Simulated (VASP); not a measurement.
# CdSe (Fm-3m) in VASP: a series of runs

Runs on CdSe. Level: PBEsol. Tasks: single point.

Program: VASP 6.6.1. These are calculated values, not measurements. Logs are shortened: lines on timing, memory, paths and dates and some standing lists are left out, and cuts for length are marked.

### Step 1. The cell of the first run

The structure is cubic, space group Fm-3m (No. 225). Conventional cell: a = 5.786 Å, b = 5.786 Å, c = 5.786 Å, α = 90.00°, β = 90.00°, γ = 90.00°. Cd (site symmetry m-3m) has 6 Se at 2.89 Å within 3.8 Å. Se (site symmetry m-3m) has 6 Cd at 2.89 Å within 3.8 Å.

### Step 2. Single point, PBEsol

INCAR

```
ALGO = Normal ; EDIFF = 1E-6
ENCUT = 500 ; GGA = PS
GGA_COMPAT = False ; ISIF = 2
ISMEAR = -1 ; LASPH = True
LCHARG = False ; LREAL = False
LWAVE = False ; NBANDS = 16
NELM = 120 ; PREC = Accurate
SIGMA = 0.02
```

KPOINTS

```
k-points
0
Gamma
  6 6 6
```

POSCAR

```
CdSe
1.0
    0.0000000000      2.8929913891      2.8929913891
    2.8929913891      0.0000000000      2.8929913891
    2.8929913891      2.8929913891      0.0000000000
Cd Se
1 1
Direct
    0.0000000000      0.0000000000      0.0000000000
    0.5000000000      0.5000000000      0.5000000000
```

Potentials or basis: VASP PAW PBE potentials, release 64 (Cd, Se).

Command:

```bash
$ cat potpaw_PBE.64/Cd/POTCAR potpaw_PBE.64/Se/POTCAR > POTCAR
$ mpirun -np 1 vasp_std > vasp.out
```

OUTCAR:

```text
EDIFF = 1E-6
   ENCUT = 500
   GGA = PS
   ISIF = 2
   ISMEAR = -1
   LASPH = True
   LREAL = False
   NELM = 120
   PREC = Accurate

 ion  position               nearest neighbor table
   1  0.000  0.000  0.000-   2 2.89   2 2.89   2 2.89   2 2.89   2 2.89   2 2.89
   2  0.500  0.500  0.500-   1 2.89   1 2.89   1 2.89   1 2.89   1 2.89   1 2.89

  LATTYP: Found a face centered cubic cell.
 ALAT       =     5.7859827782

  Lattice vectors:

 A1 = (   0.0000000000,   2.8929913891,   2.8929913891)
 A2 = (   2.8929913891,   0.0000000000,   2.8929913891)
 A3 = (   2.8929913891,   2.8929913891,   0.0000000000)

Analysis of symmetry for initial positions (statically):
=====================================================================
 Subroutine PRICEL returns:
 Original cell was already a primitive cell.

 Routine SETGRP: Setting up the symmetry group for a
 face centered cubic supercell.

 Subroutine GETGRP returns: Found 48 space group operations
 (whereof 48 operations were pure point group operations)
 out of a pool of 48 trial point group operations.

The static configuration has the point symmetry O_h .

Analysis of symmetry for dynamics (positions and initial velocities):
=====================================================================
 Subroutine PRICEL returns:
 Original cell was already a primitive cell.

 Routine SETGRP: Setting up the symmetry group for a
 face centered cubic supercell.

 Subroutine GETGRP returns: Found 48 space group operations
 (whereof 48 operations were pure point group operations)
 out of a pool of 48 trial point group operations.

The dynamic configuration has the point symmetry O_h .

 Subroutine INISYM returns: Found 48 space group operations
 (whereof 48 operations are pure point group operations),
 and found     1 'primitive' translations

----------------------------------------------------------------------------------------

                                     Primitive cell

  volume of cell :      48.4252

  direct lattice vectors                    reciprocal lattice vectors
     0.000000000  2.892991389  2.892991389    -0.172831486  0.172831486  0.172831486
     2.892991389  0.000000000  2.892991389     0.172831486 -0.172831486  0.172831486
     2.892991389  2.892991389  0.000000000     0.172831486  0.172831486 -0.172831486

  length of vectors
     4.091307658  4.091307658  4.091307658     0.299352914  0.299352914  0.299352914

  position of ions in fractional coordinates (direct lattice)
     0.000000000  0.000000000  0.000000000
     0.500000000  0.500000000  0.500000000

  ion indices of the primitive-cell ions
   primitive index   ion index
                 1           1
                 2           2

----------------------------------------------------------------------------------------

 KPOINTS: k-points

Automatic generation of k-mesh.
 Grid dimensions read from file:
 generate k-points for:    6    6    6

 Generating k-lattice:

  Cartesian coordinates                     Fractional coordinates (reciprocal lattice)
    -0.028805248  0.028805248  0.028805248     0.166666667  0.000000000  0.000000000
     0.028805248 -0.028805248  0.028805248     0.000000000  0.166666667  0.000000000
     0.028805248  0.028805248 -0.028805248     0.000000000  0.000000000  0.166666667

  Length of vectors
     0.049892152  0.049892152  0.049892152

  Shift w.r.t. Gamma in fractional coordinates (k-lattice)
     0.000000000  0.000000000  0.000000000

 Subroutine IBZKPT returns following result:
 ===========================================

 Found     16 irreducible k-points:

 Following reciprocal coordinates:
            Coordinates               Weight
  0.000000  0.000000  0.000000      1.000000
  0.166667  0.000000  0.000000      8.000000
  0.333333  0.000000  0.000000      8.000000
  0.500000  0.000000  0.000000      4.000000
  0.166667  0.166667  0.000000      6.000000
  0.333333  0.166667  0.000000     24.000000
[... 8 lines left out ...]
 -0.333333  0.333333  0.166667     24.000000
 -0.333333  0.500000  0.166667     12.000000
   k-points           NKPTS =     16   k-points in BZ     NKDIM =     16   number of bands    NBANDS=     16
   number of dos      NEDOS =    301   number of ions     NIONS =      2
   total plane-waves  NPLWV =  27000
   dimension x,y,z NGX =    30 NGY =   30 NGZ =   30
   dimension x,y,z NGXF=    60 NGYF=   60 NGZF=   60
   ions per type =               1   1
   NGX,Y,Z   is equivalent  to a cutoff of  12.19, 12.19, 12.19 a.u.
   NGXF,Y,Z  is equivalent  to a cutoff of  24.38, 24.38, 24.38 a.u.
 SYSTEM =  unknown system
   PREC   = accura    normal or accurate (medium, high low for compatibility)
   ISTART =      0    job   : 0-new  1-cont  2-samecut
   ICHARG =      2    charge: 1-file 2-atom 10-const
   ISPIN  =      1    spin polarized calculation?
   LNONCOLLINEAR =      F non collinear calculations
   LSORBIT =      F    spin-orbit coupling
   LASPH  =      T    aspherical Exc in radial PAW
   ENCUT  =  500.0 eV  36.75 Ry    6.06 a.u.   7.46  7.46  7.46*2*pi/ulx,y,z
   NELM   =    120;   NELMIN=  2; NELMDL= -5     # of ELM steps
   EDIFF  = 0.1E-05   stopping-criterion for ELM
   LREAL  =      F    real-space projection
   EDIFFG = 0.1E-04   stopping-criterion for IOM
   NSW    =      0    number of steps for IOM
   IBRION =     -1    ionic relax: 0-MD 1-quasi-New 2-CG
   NFREE  =      0    steps in history (QN), initial steepest desc. (CG)
   ISIF   =      2    stress and relaxation
   ISYM   =      2    0-nonsym 1-usesym 2-fastsym
   POTIM  = 0.5000    time-step for ionic-motion
   TEBEG  =    0.0;   TEEND  =   0.0 temperature during run
   PSTRESS=    0.0 pullay stress
   NELECT =      18.0000    total number of electrons
   NUPDOWN=      -1.0000    fix difference up-down
   EMIN   =  10.00;   EMAX   =-10.00  energy-range for DOS
   EFERMI =   0.00;   METHOD = LEGACY
   ISMEAR =    -1;   SIGMA  =   0.02  broadening in eV -4-tet -1-fermi 0-gaus
   EFERMI_NEDOS =   21; number of points for ismear=-14 and -15
   IALGO  =     38    algorithm
   IMIX   =      4    mixing-type and parameters
     AMIX     =   0.40;   BMIX     =  1.00
     AMIX_MAG =   1.60;   BMIX_MAG =  1.00
  volume/ion in A,a.u.               =      24.21       163.39
  Fermi-wavevector in a.u.,A,eV,Ry     =   1.177087  2.224372 18.851329  1.385534
  Thomas-Fermi vector in A             =   2.313440
   LORBIT       =      0    0 simple, 1 ext, 2 COOP (PROOUT), +10 PAW based schemes
   GGA     = PS    functional components
   LHFCALC =     F    Hartree Fock is set to
   AEXX    =    0.0000 exact exchange contribution
   IVDW    =     0    specifies the selected vdW correction
   LEPSILON=     F    determine dielectric tensor
   LRPA    =     F    only Hartree local field effects (RPA)
 non-spin polarized calculation
  energy-cutoff  :      500.00
  volume of cell :       48.43
 maximum number of plane-waves:      1247
 NGX is ok and might be reduce to    30
   NGX = 15   NGY = 15   NGZ = 15

 number of electron      18.0000009 magnetization

 Free energy of the ion-electron system (eV)
  ---------------------------------------------------
  ext. energy  EPLUGINS =         0.00000000
  ---------------------------------------------------
  free energy    TOTEN  =        -5.93298947 eV

  energy without entropy =       -5.93112040  energy(sigma->0) =       -5.93205493

 E-fermi :   1.9429     XC(G=0): -10.0947

 val. band max:        1.9192373230   @ k =  -0.1667   0.1667   0.0000
 cond. band min:       2.8318096190   @ k =   0.5000   0.3333   0.0000
 fundamental gap:      0.9125722960
 Fermi energy:         1.9428724279

 k-point     1 :       0.0000    0.0000    0.0000
  band No.  band energies     occupation
      1     -10.8432      2.00000
      2      -5.8716      2.00000
      3      -5.8716      2.00000
      4      -5.8541      2.00000
      5      -5.8541      2.00000
      6      -5.8541      2.00000
[... 8 lines left out ...]
     15      11.5218      0.00000
     16      11.5218      0.00000

 k-point     2 :       0.1667    0.0000    0.0000
  band No.  band energies     occupation
      1     -10.6576      2.00000
      2      -5.9234      2.00000
      3      -5.9234      2.00000
      4      -5.8700      2.00000
      5      -5.8232      2.00000
      6      -5.8232      2.00000
[... 8 lines left out ...]
     15      11.4152      0.00000
     16      11.4152      0.00000

 k-point     3 :       0.3333    0.0000    0.0000
  band No.  band energies     occupation
      1     -10.2289      2.00000
      2      -6.0275      2.00000
      3      -6.0275      2.00000
      4      -5.9315      2.00000
      5      -5.7565      2.00000
      6      -5.7565      2.00000
[... 8 lines left out ...]
     15      12.9585      0.00000
     16      12.9585      0.00000

 k-point     4 :       0.5000    0.0000    0.0000
  band No.  band energies     occupation
      1      -9.9732      2.00000
      2      -6.0781      2.00000
      3      -6.0781      2.00000
      4      -5.9920      2.00000
      5      -5.7225      2.00000
      6      -5.7225      2.00000
[... 8 lines left out ...]
     15      14.7245      0.00000
     16      14.7245      0.00000
[... 172 lines left out ...]
 k-point    14 :       0.5000    0.3333    0.1667
  band No.  band energies     occupation
      1     -10.0915      2.00000
      2      -5.9573      2.00000
      3      -5.8931      2.00000
      4      -5.8730      2.00000
      5      -5.7289      2.00000
      6      -5.6518      2.00000
[... 8 lines left out ...]
     15      15.0236      0.00000
     16      15.5837      0.00000

 k-point    15 :      -0.3333    0.3333    0.1667
  band No.  band energies     occupation
      1      -9.9827      2.00000
      2      -5.9935      2.00000
      3      -5.8658      2.00000
      4      -5.8501      2.00000
      5      -5.6987      2.00000
      6      -5.5403      2.00000
[... 8 lines left out ...]
     15      13.3375      0.00000
     16      16.1379      0.00000

 k-point    16 :      -0.3333    0.5000    0.1667
  band No.  band energies     occupation
      1     -10.0130      2.00000
      2      -5.9152      2.00000
      3      -5.9056      2.00000
      4      -5.7687      2.00000
      5      -5.6739      2.00000
      6      -5.3378      2.00000
[... 8 lines left out ...]
     15      14.7388      0.00000
     16      16.7435      0.00000

------------------------ aborting loop because EDIFF is reached ----------------------------------------

  FORCE on cell =-STRESS in cart. coord.  units (eV):
  Direction    XX          YY          ZZ          XY          YZ          ZX
  --------------------------------------------------------------------------------------
  -------------------------------------------------------------------------------------
  Total       -1.3305698     -1.3305698     -1.3305698      0.0000000      0.0000000      0.0000000
  in kB      -44.0227166    -44.0227166    -44.0227166      0.0000000      0.0000000      0.0000000
  external PRESSURE =     -44.0227166 kB  Pullay stress =       0.0000000 kB

 VOLUME and BASIS-vectors are now :
 -----------------------------------------------------------------------------
  energy-cutoff  :      500.00
  volume of cell :       48.43
      direct lattice vectors                 reciprocal lattice vectors
     0.000000000  2.892991389  2.892991389    -0.172831486  0.172831486  0.172831486
     2.892991389  0.000000000  2.892991389     0.172831486 -0.172831486  0.172831486
     2.892991389  2.892991389  0.000000000     0.172831486  0.172831486 -0.172831486

 POSITION                                       TOTAL-FORCE (eV/Angst)
 -----------------------------------------------------------------------------------
      0.00000      0.00000      0.00000         0.000000      0.000000      0.000000
      2.89299      2.89299      2.89299        -0.000000     -0.000000     -0.000000
 -----------------------------------------------------------------------------------
    total drift:                               -0.000000      0.000000      0.000000

  FREE ENERGIE OF THE ION-ELECTRON SYSTEM (eV)
  ---------------------------------------------------
  free  energy   TOTEN  =        -5.9329894673 eV

  energy  without entropy=       -5.9311204001  energy(sigma->0) =       -5.93205493
```

It took 24 s on 1 thread of Intel Xeon 8259CL, shared host; peak memory 0.16 GiB.

Results:

| Quantity | Value |
| --- | --- |
| Free energy | -5.9330 eV |
| Pressure | -4.4 GPa |
| Band gap on the k mesh | zero (band 9 reaches 1.92 eV, above the bottom of band 10 at 1.43 eV) |

Caveat: the PAW data sets were made with another functional, which shifts forces and pressure a little.

(Part 1 of 2 ends here.)
